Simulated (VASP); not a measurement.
Write the native input for VASP 6.6.1 that does the following.

```yaml
Task: single point
Functional: PBE
Potentials_or_basis: VASP PAW PBE potentials, release 64 (Si, Ni)
Cutoff: 520 eV
k_mesh: 18 × 16 × 12
Occupations: gaussian, width 0.15 eV
Spin: no spin polarisation
Dipole_correction: no
Further_INCAR_settings: ALGO = Normal; EDIFF = 1e-06; NBANDS = 22
```

The structure of SiNi lies in POSCAR:

```
SiNi
1.0
    2.7994351184      0.0000000000      0.0000000000
    0.0000000000      2.9854645181      0.0000000000
    0.0000000000      0.0000000000      5.6095353315
Si Ni
2 2
Direct
    0.5000000000      0.5000000000      0.8431827238
    0.0000000000      0.0000000000      0.1568172762
    0.5000000000      0.5000000000      0.3423059774
    0.0000000000      0.0000000000      0.6576940226
```

This cell differs from its parent crystal: ratio of the length along z to the lengths across it x 1.3, volume and fractional coordinates fixed.

One way to write it, as run:

INCAR

```
SYSTEM = SiNi
PREC = Accurate
ENCUT = 520
EDIFF = 1E-6
ISMEAR = 0
SIGMA = 0.15
LREAL = .False.
LASPH = .True.
NELM = 100
ALGO = Normal
ISIF = 2
LWAVE = .False.
LCHARG = .False.
GGA = PE
NBANDS = 22
```

KPOINTS

```
Automatic mesh
0
Gamma
  18 16 12
  0 0 0
```

Potentials or basis: VASP PAW PBE potentials, release 64 (Si, Ni).

The run is started by

```bash
$ cat potpaw_PBE.64/Si/POTCAR potpaw_PBE.64/Ni/POTCAR > POTCAR
$ mpirun -np 1 vasp_std > vasp.out
```

It gave:

```yaml
Pressure: 3.3 GPa
Largest_force: 0.102 eV/Å
Band_gap_on_the_k_mesh: zero (band 14 reaches 12.85 eV, above the bottom of band 15 at 10.72 eV)
```

Run time: 3.4 min on 1 thread of Intel(R) Xeon(R) 6975P-C (Granite Rapids) (shared host), peak memory 0.61 GiB.
